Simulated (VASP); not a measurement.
The system is PbSe (rock salt type).

```
CELL_PARAMETERS angstrom
0.00000 3.10500 3.10500
3.10500 0.00000 3.10500
3.10500 3.10500 0.00000
ATOMIC_POSITIONS crystal
Pb 0.00000 0.00000 0.00000
Se 0.50000 0.50000 0.50000
```

Base run:

```yaml
Program: VASP 6.6.1
Functional: r2SCAN
Potentials_or_basis: VASP PAW PBE potentials, release 64 (Pb_d, Se)
Cutoff: 520 eV
k_mesh: 6 × 6 × 6
Occupations: fermi-dirac, width 0.02 eV
Spin: no spin polarisation
```

Its results: band gap on the k mesh 0.72 eV; pressure -0.8 GPa.

**Question.** The run is repeated on the same cell with these changes: functional from r2SCAN to PBE. What comes out?

**Answer.** Band gap on the k mesh 0.43 eV; pressure 0.1 GPa.

Caveats: spin-orbit coupling is left out, which moves the levels of the heavy elements; the PAW data sets were made with another functional, which shifts forces and pressure a little (at least some runs).

A k mesh can miss the band edges.
